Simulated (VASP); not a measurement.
A run of VASP 6.6.1 is set up as follows.

Contents of POSCAR:

```
BP
1.0
    0.0000000000      2.2219626557      2.2219626557
    2.2219626557      0.0000000000      2.2219626557
    2.2219626557      2.2219626557      0.0000000000
B P
1 1
Direct
    0.0000000000      0.0000000000      0.0000000000
    0.2500000000      0.2500000000      0.2500000000
```

Contents of INCAR.step1:

```
SYSTEM = BP
PREC = Accurate
ENCUT = 520
ISMEAR = 0
SIGMA = 0.02
LREAL = .False.
LASPH = .True.
NELM = 60
NBANDS = 11
GGA = PE
ALGO = Normal
EDIFF = 1E-4
LWAVE = .True.
LCHARG = .False.
```

File INCAR.step2:

```
SYSTEM = BP
PREC = Accurate
ENCUT = 520
EDIFF = 1E-7
ISMEAR = 0
SIGMA = 0.02
LREAL = .False.
LASPH = .True.
NELM = 60
ALGO = Normal
ISIF = 2
LWAVE = .False.
LCHARG = .False.
METAGGA = R2SCAN
LMIXTAU = .True.
NBANDS = 11
ISTART = 1
```

The input KPOINTS:

```
Automatic mesh
0
Gamma
  10 10 10
  0 0 0
```

Potentials or basis: VASP PAW PBE potentials, release 64 (B, P).

Run with:

```sh
$ cat potpaw_PBE.64/B/POTCAR potpaw_PBE.64/P/POTCAR > POTCAR
$ cp INCAR.step1 INCAR
$ mpirun -np 1 vasp_std > vasp.out
$ cp INCAR.step2 INCAR
$ mpirun -np 1 vasp_std > vasp.out
```

Task: Predict the band gap on the k mesh.

Result: 1.36 eV, indirect (least direct gap 3.74 eV).

Task: Estimate the pressure.

Result: 11.2 GPa.

Caveat: the PAW data sets were made with another functional, which shifts forces and pressure a little. A k mesh can miss the band edges.
